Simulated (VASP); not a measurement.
Here is a VASP 6.6.1 calculation.

POSCAR

```
Bi
1.0
    4.2023704902      2.4262397338      7.1667317192
   -4.2023704902      2.4262397338      7.1667317192
    0.0000000000     -4.8524794674      7.1667317192
Bi
12
Direct
    0.0101900000      0.6536100000      0.0101900000
    0.0101900000      0.0101900000      0.6536100000
    0.6536100000      0.0101900000      0.0101900000
    0.9898100000      0.3463900000      0.9898100000
    0.3463900000      0.9898100000      0.9898100000
    0.9898100000      0.9898100000      0.3463900000
    0.2211800000      0.6306000000      0.2211800000
    0.2211800000      0.2211800000      0.6306000000
    0.6306000000      0.2211800000      0.2211800000
    0.7788200000      0.3694000000      0.7788200000
    0.3694000000      0.7788200000      0.7788200000
    0.7788200000      0.7788200000      0.3694000000
```

File INCAR.step1:

```
SYSTEM = Bi
  PREC = Accurate
  ENCUT = 520
  ISMEAR = 0
  SIGMA = 0.1
  LREAL = .FALSE.
  LASPH = .TRUE.
  NELM = 80
  NBANDS = 102
  GGA = PE
  ALGO = Normal
  EDIFF = 1E-4
  LWAVE = .TRUE.
  LCHARG = .FALSE.
```

Contents of INCAR.step2:

```
SYSTEM = Bi
  PREC = Accurate
  ENCUT = 520
  EDIFF = 1E-6
  ISMEAR = 0
  SIGMA = 0.1
  LREAL = .FALSE.
  LASPH = .TRUE.
  NELM = 80
  ALGO = Normal
  ISIF = 2
  LWAVE = .FALSE.
  LCHARG = .FALSE.
  METAGGA = R2SCAN
  LMIXTAU = .TRUE.
  NBANDS = 102
  ISTART = 1
```

File KPOINTS:

```
Automatic mesh
0
G
  3 3 3
  0 0 0
```

Potentials or basis: VASP PAW PBE potentials, release 64 (Bi_d).

Run with:

```bash
$ cat potpaw_PBE.64/Bi_d/POTCAR > POTCAR
$ cp INCAR.step1 INCAR
$ mpirun -np 1 vasp_std > vasp.out
$ cp INCAR.step2 INCAR
$ mpirun -np 1 vasp_std > vasp.out
```

**Question.** Estimate the band gap on the k mesh.

**Answer.** Zero (bands 90 and 91 overlap by 0.56 eV).

**Question.** What does it give for the pressure?

**Answer.** 12.1 GPa.

**Question.** Estimate the largest force.

**Answer.** 2.196 eV/Å.

Forces on the atoms (eV/Å):
```
Bi   1.020 -0.589 -0.366
Bi   0.000  1.178 -0.366
Bi  -1.020 -0.589 -0.366
Bi  -1.020  0.589  0.366
Bi   1.020  0.589  0.366
Bi   0.000 -1.178  0.366
Bi   1.841 -1.063  0.551
Bi   0.000  2.126  0.551
Bi  -1.841 -1.063  0.551
Bi  -1.841  1.063 -0.551
Bi   1.841  1.063 -0.551
Bi   0.000 -2.126 -0.551
```

Caveat: the cell stands under pressure; the PAW data sets were made with another functional, which shifts forces and pressure a little; spin-orbit coupling is left out, which moves the levels of the heavy elements.
